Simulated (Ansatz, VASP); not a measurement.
One calculation of GdMn3, two programs

INCAR

```
PREC = Accurate ; ENCUT = 520
EDIFF = 1E-6 ; ISMEAR = 0
SIGMA = 0.05 ; LREAL = False
LASPH = True ; NELM = 150
ALGO = Normal ; ISIF = 2
LWAVE = False ; LCHARG = True
ISPIN = 2 ; MAGMOM = 7.96 -3.7 -3.7 -3.7
LORBIT = 11 ; LMAXMIX = 6
LDAU = True ; LDAUTYPE = 2
LDAUL = 3 -1 ; LDAUU = 6 0
LDAUJ = 0 0 ; LDAUPRINT = 1
GGA = PE ; LELF = True
LVHAR = True ; NBANDS = 40
```

The input KPOINTS:

```
regular mesh
0
Gamma
  4 4 4
```

File POSCAR:

```
GdMn3
1.0
    4.1305773977      0.0000000000      0.0000000000
    0.0000000000      4.1305773977      0.0000000000
    0.0000000000      0.0000000000      4.1305773977
Gd Mn
1 3
Direct
    0.0000000000      0.0000000000      0.0000000000
    0.0000000000      0.5000000000      0.5000000000
    0.5000000000      0.5000000000      0.0000000000
    0.5000000000      0.0000000000      0.5000000000
```

Input for Ansatz:

```yaml
crystal:
  lattice:
    - [4.1305773977, 0.0, 0.0]
    - [0.0, 4.1305773977, 0.0]
    - [0.0, 0.0, 4.1305773977]
  atoms:
    - { symbol: Gd, position: [0.0, 0.0, 0.0], spin: 7.96 }
    - { symbol: Mn, position: [0.0, 0.5, 0.5], spin: -3.7 }
    - { symbol: Mn, position: [0.5, 0.5, 0.0], spin: -3.7 }
    - { symbol: Mn, position: [0.5, 0.0, 0.5], spin: -3.7 }
basis:
  ecutwfc: 420
  ecutrho_ratio: 4
kpoints:
  mp_grid: { grid: [4, 4, 4] }
hamiltonian:
  xc: pbe
  hubbard: { sites: [{ species: Gd, l: f, u_eff: 6.0 }] }
scf:
  occupations: { method: gaussian, width: 0.05 }
output:
  forces: true
  stress: true
  eigenvalues: true
  populations: true
  hubbard: { sites: [{ species: Gd, l: f }] }
magnetization:
  spin_polarized: true
```

Alike in both runs: task single point; functional PBE; k mesh 4 × 4 × 4; occupations gaussian, width 0.05 eV; collinear spin; Hubbard terms Gd f U = 6.0 eV.

|  | VASP | Ansatz |
| --- | --- | --- |
| version | VASP 6.6.1 | Ansatz 0.2.0 |
| potentials or method | VASP PAW PBE potentials, release 64 (Gd, Mn_pv), cutoff 520 eV | scalar-relativistic, plane waves, PAW |
| valence electrons in the cell | 57 | 63 |

```tsv
	VASP	Ansatz	Ansatz less VASP
gap on the k mesh at the Fermi level (eV)	none	none	-
pressure (GPa)	-0.1	-0.2	-0.15
net moment per atom (μB)	0.73	0.73	+0.004
size of the moment on the site where the two differ most (μB)	7.04	7.20	+0.160
```

Site moments also hang on the region over which each program counts them. The programs project onto different local orbitals, so the same U acts differently, and such runs can settle in different states. A gap of «none» marks a metal or a gap that the smearing closes. VASP's potentials hold 57 valence electrons a cell and Ansatz's 63, so a difference there can come from the potentials and not from the codes. Ansatz's warnings: filled band counts differ across k points, given moment on shells.

The k mesh is coarse, so the values compare programs but aren't converged. Spin-orbit coupling is off throughout.
